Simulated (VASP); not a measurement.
# LiF (Fm-3m) in VASP: single point with PBE

Aim: the single point of LiF with PBE.

All numbers are computed with VASP 6.6.1; they aren't measurements. Logs are shortened: lines on timing, memory, paths and dates and some standing lists are left out, and cuts for length are marked.

**1. The cell of the first run**

The structure is cubic, space group Fm-3m (No. 225). Conventional cell: a = 4.067 Å, b = 4.067 Å, c = 4.067 Å, α = 90.00°, β = 90.00°, γ = 90.00°. Li (site symmetry m-3m) has 6 F at 2.03 Å within 2.7 Å. F (site symmetry m-3m) has 6 Li at 2.03 Å within 2.7 Å.

**2. Single point, PBE**

INCAR reads:

```
ALGO = Normal ; EDIFF = 1E-6
ENCUT = 520 ; GGA = PE
ISIF = 2 ; ISMEAR = 0
LASPH = T ; LCHARG = T
LELF = T ; LREAL = F
LVHAR = T ; LWAVE = F
NBANDS = 12 ; NELM = 80
PREC = Accurate ; SIGMA = 0.02
```

KPOINTS reads:

```
k-points
0
Gamma
  10 10 10
```

POSCAR reads:

```
LiF
1.0
    0.0000000000      2.0335339329      2.0335339329
    2.0335339329      0.0000000000      2.0335339329
    2.0335339329      2.0335339329      0.0000000000
Li F
1 1
Direct
    0.0000000000      0.0000000000      0.0000000000
    0.5000000000      0.5000000000      0.5000000000
```

Potentials or basis: VASP PAW PBE potentials, release 64 (Li_sv, F).

The run is started by

```
$ cat potpaw_PBE.64/Li_sv/POTCAR potpaw_PBE.64/F/POTCAR > POTCAR
$ mpirun -np 1 vasp_std > vasp.out
```

OUTCAR:

```text
EDIFF = 1E-6
   ENCUT = 520
   GGA = PE
   ISIF = 2
   ISMEAR = 0
   LASPH = T
   LREAL = F
   NELM = 80
   PREC = Accurate

 ion  position               nearest neighbor table
   1  0.000  0.000  0.000-   2 2.03   2 2.03   2 2.03   2 2.03   2 2.03   2 2.03
   2  0.500  0.500  0.500-   1 2.03   1 2.03   1 2.03   1 2.03   1 2.03   1 2.03

  LATTYP: Found a face centered cubic cell.
 ALAT       =     4.0670678658

  Lattice vectors:

 A1 = (   0.0000000000,   2.0335339329,   2.0335339329)
 A2 = (   2.0335339329,   0.0000000000,   2.0335339329)
 A3 = (   2.0335339329,   2.0335339329,   0.0000000000)

Analysis of symmetry for initial positions (statically):
=====================================================================
 Subroutine PRICEL returns:
 Original cell was already a primitive cell.

 Routine SETGRP: Setting up the symmetry group for a
 face centered cubic supercell.

 Subroutine GETGRP returns: Found 48 space group operations
 (whereof 48 operations were pure point group operations)
 out of a pool of 48 trial point group operations.

The static configuration has the point symmetry O_h .

Analysis of symmetry for dynamics (positions and initial velocities):
=====================================================================
 Subroutine PRICEL returns:
 Original cell was already a primitive cell.

 Routine SETGRP: Setting up the symmetry group for a
 face centered cubic supercell.

 Subroutine GETGRP returns: Found 48 space group operations
 (whereof 48 operations were pure point group operations)
 out of a pool of 48 trial point group operations.

The dynamic configuration has the point symmetry O_h .

 Subroutine INISYM returns: Found 48 space group operations
 (whereof 48 operations are pure point group operations),
 and found     1 'primitive' translations

----------------------------------------------------------------------------------------

                                     Primitive cell

  volume of cell :      16.8184

  direct lattice vectors                    reciprocal lattice vectors
     0.000000000  2.033533933  2.033533933    -0.245877382  0.245877382  0.245877382
     2.033533933  0.000000000  2.033533933     0.245877382 -0.245877382  0.245877382
     2.033533933  2.033533933  0.000000000     0.245877382  0.245877382 -0.245877382

  length of vectors
     2.875851267  2.875851267  2.875851267     0.425872118  0.425872118  0.425872118

  position of ions in fractional coordinates (direct lattice)
     0.000000000  0.000000000  0.000000000
     0.500000000  0.500000000  0.500000000

  ion indices of the primitive-cell ions
   primitive index   ion index
                 1           1
                 2           2

----------------------------------------------------------------------------------------

 KPOINTS: k-points

Automatic generation of k-mesh.
 Grid dimensions read from file:
 generate k-points for:   10   10   10

 Generating k-lattice:

  Cartesian coordinates                     Fractional coordinates (reciprocal lattice)
    -0.024587738  0.024587738  0.024587738     0.100000000  0.000000000  0.000000000
     0.024587738 -0.024587738  0.024587738     0.000000000  0.100000000  0.000000000
     0.024587738  0.024587738 -0.024587738     0.000000000  0.000000000  0.100000000

  Length of vectors
     0.042587212  0.042587212  0.042587212

  Shift w.r.t. Gamma in fractional coordinates (k-lattice)
     0.000000000  0.000000000  0.000000000

 Subroutine IBZKPT returns following result:
 ===========================================

 Found     47 irreducible k-points:

 Following reciprocal coordinates:
            Coordinates               Weight
  0.000000  0.000000  0.000000      1.000000
  0.100000  0.000000  0.000000      8.000000
  0.200000  0.000000  0.000000      8.000000
  0.300000  0.000000  0.000000      8.000000
  0.400000  0.000000  0.000000      8.000000
  0.500000  0.000000  0.000000      4.000000
[... 16 lines left out ...]
  0.300000  0.300000  0.000000      6.000000
  0.400000  0.300000  0.000000     24.000000
 [... further k-points ...]
   k-points           NKPTS =     47   k-points in BZ     NKDIM =     47   number of bands    NBANDS=     12
   number of dos      NEDOS =    301   number of ions     NIONS =      2
   total plane-waves  NPLWV =  13824
   dimension x,y,z NGX =    24 NGY =   24 NGZ =   24
   dimension x,y,z NGXF=    48 NGYF=   48 NGZF=   48
   ions per type =               1   1
   NGX,Y,Z   is equivalent  to a cutoff of  13.87, 13.87, 13.87 a.u.
   NGXF,Y,Z  is equivalent  to a cutoff of  27.75, 27.75, 27.75 a.u.
 SYSTEM =  unknown system
   PREC   = accura    normal or accurate (medium, high low for compatibility)
   ISTART =      0    job   : 0-new  1-cont  2-samecut
   ICHARG =      2    charge: 1-file 2-atom 10-const
   ISPIN  =      1    spin polarized calculation?
   LNONCOLLINEAR =      F non collinear calculations
   LSORBIT =      F    spin-orbit coupling
   LASPH  =      T    aspherical Exc in radial PAW
   ENCUT  =  520.0 eV  38.22 Ry    6.18 a.u.   5.35  5.35  5.35*2*pi/ulx,y,z
   NELM   =     80;   NELMIN=  2; NELMDL= -5     # of ELM steps
   EDIFF  = 0.1E-05   stopping-criterion for ELM
   LREAL  =      F    real-space projection
   EDIFFG = 0.1E-04   stopping-criterion for IOM
   NSW    =      0    number of steps for IOM
   IBRION =     -1    ionic relax: 0-MD 1-quasi-New 2-CG
   NFREE  =      0    steps in history (QN), initial steepest desc. (CG)
   ISIF   =      2    stress and relaxation
   ISYM   =      2    0-nonsym 1-usesym 2-fastsym
   POTIM  = 0.5000    time-step for ionic-motion
   TEBEG  =    0.0;   TEEND  =   0.0 temperature during run
   PSTRESS=    0.0 pullay stress
   NELECT =      10.0000    total number of electrons
   NUPDOWN=      -1.0000    fix difference up-down
   EMIN   =  10.00;   EMAX   =-10.00  energy-range for DOS
   EFERMI =   0.00;   METHOD = LEGACY
   ISMEAR =     0;   SIGMA  =   0.02  broadening in eV -4-tet -1-fermi 0-gaus
   EFERMI_NEDOS =   21; number of points for ismear=-14 and -15
   IALGO  =     38    algorithm
   IMIX   =      4    mixing-type and parameters
     AMIX     =   0.40;   BMIX     =  1.00
     AMIX_MAG =   1.60;   BMIX_MAG =  1.00
  volume/ion in A,a.u.               =       8.41        56.75
  Fermi-wavevector in a.u.,A,eV,Ry     =   1.376618  2.601431 25.784085  1.895077
  Thomas-Fermi vector in A             =   2.501846
   LORBIT       =      0    0 simple, 1 ext, 2 COOP (PROOUT), +10 PAW based schemes
   GGA     = PE    functional components
   LHFCALC =     F    Hartree Fock is set to
   AEXX    =    0.0000 exact exchange contribution
   IVDW    =     0    specifies the selected vdW correction
   LEPSILON=     F    determine dielectric tensor
   LRPA    =     F    only Hartree local field effects (RPA)
 non-spin polarized calculation
 Gauss-broadening in eV      SIGMA  =   0.02
  energy-cutoff  :      520.00
  volume of cell :       16.82
 maximum number of plane-waves:       465
 NGX is ok and might be reduce to    24
   NGX = 11   NGY = 11   NGZ = 11

 number of electron      10.0000000 magnetization

 number of electron       9.9999992 magnetization

 Free energy of the ion-electron system (eV)
  ---------------------------------------------------
  ext. energy  EPLUGINS =         0.00000000
  ---------------------------------------------------
  free energy    TOTEN  =        -9.64093235 eV

  energy without entropy =       -9.64093235  energy(sigma->0) =       -9.64093235

 E-fermi :  -1.0469     XC(G=0):  -9.8422

 val. band max:       -1.1902550943   @ k =   0.0000   0.0000   0.0000
 cond. band min:       7.6444465874   @ k =   0.0000   0.0000   0.0000
 fundamental gap:      8.8347016818
 Fermi energy:        -1.0468676638

 k-point     1 :       0.0000    0.0000    0.0000
  band No.  band energies     occupation
      1     -42.1780      2.00000
      2     -21.0863      2.00000
      3      -1.1903      2.00000
      4      -1.1903      2.00000
      5      -1.1903      2.00000
      6       7.6444      0.00000
      7      22.3949      0.00000
      8      22.3949      0.00000
      9      22.3949      0.00000
     10      22.8483      0.00000
     11      22.8483      0.00000
     12      22.8483      0.00000

 k-point     2 :       0.1000    0.0000    0.0000
  band No.  band energies     occupation
      1     -42.1730      2.00000
      2     -21.0490      2.00000
      3      -1.4694      2.00000
      4      -1.2122      2.00000
      5      -1.2122      2.00000
      6       7.9387      0.00000
      7      19.8136      0.00000
      8      21.1964      0.00000
      9      21.1964      0.00000
     10      23.8537      0.00000
     11      23.8537      0.00000
     12      23.8587      0.00000

 k-point     3 :       0.2000    0.0000    0.0000
  band No.  band energies     occupation
      1     -42.1602      2.00000
      2     -20.9503      2.00000
      3      -2.1367      2.00000
      4      -1.2686      2.00000
      5      -1.2686      2.00000
      6       8.5967      0.00000
      7      17.3709      0.00000
      8      19.7396      0.00000
      9      19.7397      0.00000
     10      24.7979      0.00000
     11      25.1827      0.00000
     12      25.1827      0.00000
[... 286 lines left out ...]
 k-point    23 :       0.3000    0.3000    0.0000
  band No.  band energies     occupation
      1     -42.1345      2.00000
      2     -20.6916      2.00000
      3      -3.0234      2.00000
      4      -1.8241      2.00000
      5      -1.8241      2.00000
      6      10.7975      0.00000
      7      16.5755      0.00000
      8      17.5562      0.00000
      9      18.9019      0.00000
     10      18.9019      0.00000
     11      32.6124      0.00000
     12      32.9122      0.00000

 k-point    24 :       0.4000    0.3000    0.0000
  band No.  band energies     occupation
      1     -42.1249      2.00000
      2     -20.5886      2.00000
      3      -3.4194      2.00000
      4      -2.0255      2.00000
      5      -1.9183      2.00000
      6      11.6225      0.00000
      7      15.4180      0.00000
      8      17.0414      0.00000
      9      18.6530      0.00000
     10      19.7164      0.00000
     11      32.0708      0.00000
     12      33.2094      0.00000

 [... further k-points ...]

------------------------ aborting loop because EDIFF is reached ----------------------------------------

  FORCE on cell =-STRESS in cart. coord.  units (eV):
  Direction    XX          YY          ZZ          XY          YZ          ZX
  --------------------------------------------------------------------------------------
  -------------------------------------------------------------------------------------
  Total       -0.0435490     -0.0435490     -0.0435490      0.0000000      0.0000000      0.0000000
  in kB       -4.1486325     -4.1486325     -4.1486325      0.0000000      0.0000000      0.0000000
  external PRESSURE =      -4.1486325 kB  Pullay stress =       0.0000000 kB

 VOLUME and BASIS-vectors are now :
 -----------------------------------------------------------------------------
  energy-cutoff  :      520.00
  volume of cell :       16.82
      direct lattice vectors                 reciprocal lattice vectors
     0.000000000  2.033533933  2.033533933    -0.245877382  0.245877382  0.245877382
     2.033533933  0.000000000  2.033533933     0.245877382 -0.245877382  0.245877382
     2.033533933  2.033533933  0.000000000     0.245877382  0.245877382 -0.245877382

 POSITION                                       TOTAL-FORCE (eV/Angst)
 -----------------------------------------------------------------------------------
      0.00000      0.00000      0.00000         0.000000      0.000000     -0.000000
      2.03353      2.03353      2.03353        -0.000000     -0.000000      0.000000
 -----------------------------------------------------------------------------------
    total drift:                               -0.000000     -0.000000      0.000000

  FREE ENERGIE OF THE ION-ELECTRON SYSTEM (eV)
  ---------------------------------------------------
  free  energy   TOTEN  =        -9.6409323477 eV

  energy  without entropy=       -9.6409323477  energy(sigma->0) =       -9.64093235
```

Run time: 8 s. Hardware: 1 thread of AMD EPYC 7R13 (Zen 3), shared host; peak memory 0.1 GiB.

What came out:

```
Free energy            : -9.6409 eV
Band gap on the k mesh : 8.83 eV
```

Levels at points of the mesh, in eV from the valence-band top:
| k point | band 1 | band 2 | band 3 | band 4 | band 5 | band 6 | band 7 | band 8 | band 9 | band 10 |
| --- | --- | --- | --- | --- | --- | --- | --- | --- | --- | --- |
| (0.00, 0.00, 0.00) | -40.99 | -19.90 | 0.00 | 0.00 | 0.00 | 8.83 | 23.59 | 23.59 | 23.59 | 24.04 |
| (0.50, 0.00, 0.00) | -40.94 | -19.48 | -2.43 | -0.22 | -0.22 | 10.62 | 16.40 | 18.66 | 18.66 | 29.84 |
| (0.50, 0.50, 0.00) | -40.92 | -19.24 | -2.88 | -0.96 | -0.96 | 14.54 | 16.33 | 17.10 | 19.90 | 19.90 |

Caveat: the cutoff is under 1.25 times the usual one of these potentials, so pressure, stress and relaxed cells hold a basis-set (Pulay) error. A k mesh can miss the band edges.
